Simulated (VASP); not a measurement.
## Os: single point with PBE

Os:

```
Os
1.0
     2.62719    0.00000    0.00000
     0.00000    2.62719    0.00000
     0.00000    0.00000    2.45243
Os
1
Direct
  0.00000 0.00000 0.50000
```

The cell was built from a structure type or drawn by symmetry, and may not be a known phase.

- Program: VASP 6.6.1
- Task: single point
- Functional: PBE
- Potentials or basis: VASP PAW PBE potentials, release 64 (Os)
- Cutoff: 520 eV
- k mesh: 6 × 6 × 8
- Occupations: gaussian, width 0.1 eV
- Spin: collinear spin
- Starting moments: [1.0] μB

* Pressure: -1.7 GPa
* Band gap on the k mesh: zero (filled and empty bands overlap)
* Net moment: 0.00 μB per cell
* Valence electrons inside the program's atomic spheres: Os 7.27

Stress tensor (GPa, compression positive):
```
 2.04  0.00  0.00
 0.00  2.04  0.00
 0.00  0.00 -9.16
```

Levels at points of the mesh, in eV from the Fermi level:
Spin up:
| k point | band 1 | band 2 | band 3 | band 4 | band 5 | band 6 | band 7 | band 8 |
| --- | --- | --- | --- | --- | --- | --- | --- | --- |
| (0.00, 0.00, 0.00) | -9.42 | -6.21 | -5.77 | 1.66 | 2.39 | 2.39 | 14.38 | 14.38 |
| (0.50, 0.00, 0.00) | -6.61 | -5.34 | -1.40 | -1.21 | -0.16 | 2.64 | 6.00 | 15.70 |
| (0.50, 0.50, 0.00) | -6.35 | -5.39 | 0.30 | 0.30 | 3.77 | 3.79 | 3.79 | 11.09 |
| (0.00, 0.00, 0.50) | -5.65 | -4.62 | -1.80 | -1.80 | -0.66 | 2.16 | 8.60 | 14.97 |
| (0.50, 0.00, 0.50) | -6.78 | -4.14 | -1.26 | -0.35 | 4.68 | 4.71 | 4.74 | 13.17 |
| (0.50, 0.50, 0.50) | -5.57 | -5.57 | -4.55 | 4.13 | 5.20 | 8.53 | 10.80 | 10.80 |
Spin down:
```
           k point  band 2  band 3  band 4  band 5  band 6  band 7
(0.00, 0.00, 0.00)   -6.21   -5.77    1.66    2.39    2.39   14.38
(0.50, 0.00, 0.00)   -5.34   -1.40   -1.21   -0.16    2.64    6.00
(0.50, 0.50, 0.00)   -5.39    0.30    0.30    3.77    3.79    3.79
(0.00, 0.00, 0.50)   -4.62   -1.80   -1.80   -0.66    2.16    8.60
(0.50, 0.00, 0.50)   -4.14   -1.26   -0.35    4.68    4.71    4.74
(0.50, 0.50, 0.50)   -5.57   -4.55    4.13    5.20    8.53   10.80
```

Run time: 7.7 s on 1 thread of Intel(R) Xeon(R) 6975P-C (Granite Rapids) (shared host), peak memory 0.14 GiB.

Caveat: the k points lie up to 0.40 Å⁻¹ apart, too coarse for converged energies and pressures of a metal; spin-orbit coupling is left out, which moves the levels of the heavy elements.
